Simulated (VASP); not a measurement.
Wanted: the native input for a VASP 6.6.1 run.

* Task: single point
* Functional: LDA
* Potentials or basis: VASP PAW LDA potentials, release 64 (Ru_pv)
* Cutoff: 520 eV
* k mesh: 16 × 16 × 16
* Occupations: fermi-dirac, width 0.1 eV
* Spin: no spin polarisation
* Dipole correction: no
* Further INCAR settings: ALGO = Normal; EDIFF = 1e-06; NBANDS = 13

The structure of Ru lies in POSCAR:

```
Ru
1.0
    0.0000000000      1.9223882428      1.9223882428
    1.9223882428      0.0000000000      1.9223882428
    1.9223882428      1.9223882428      0.0000000000
Ru
1
Direct
    0.0000000000      0.0000000000      0.0000000000
```

This cell differs from its parent crystal: volume scaled by 1.08.

The input as run:

INCAR

```
SYSTEM = Ru
  PREC = Accurate
  ENCUT = 520
  EDIFF = 1E-6
  ISMEAR = -1
  SIGMA = 0.1
  LREAL = .False.
  LASPH = .True.
  NELM = 80
  ALGO = Normal
  ISIF = 2
  LWAVE = .False.
  LCHARG = .True.
  GGA = CA
  LELF = .True.
  LVHAR = .True.
  NBANDS = 13
```

KPOINTS

```
regular mesh
0
Gamma
  16 16 16
  0 0 0
```

Potentials or basis: VASP PAW LDA potentials, release 64 (Ru_pv).

Command:

```sh
$ cat potpaw_LDA.64/Ru_pv/POTCAR > POTCAR
$ mpirun -np 1 vasp_std > vasp.out
```

It gave:

| Quantity | Value |
| --- | --- |
| Pressure | -22.3 GPa |
| Band gap on the k mesh | zero (band 7 reaches 13.90 eV, above the bottom of band 8 at 10.53 eV) |

Run time: 15 s on 1 thread of Intel(R) Xeon(R) 6975P-C (Granite Rapids), with other jobs on the host, peak memory 0.13 GiB.
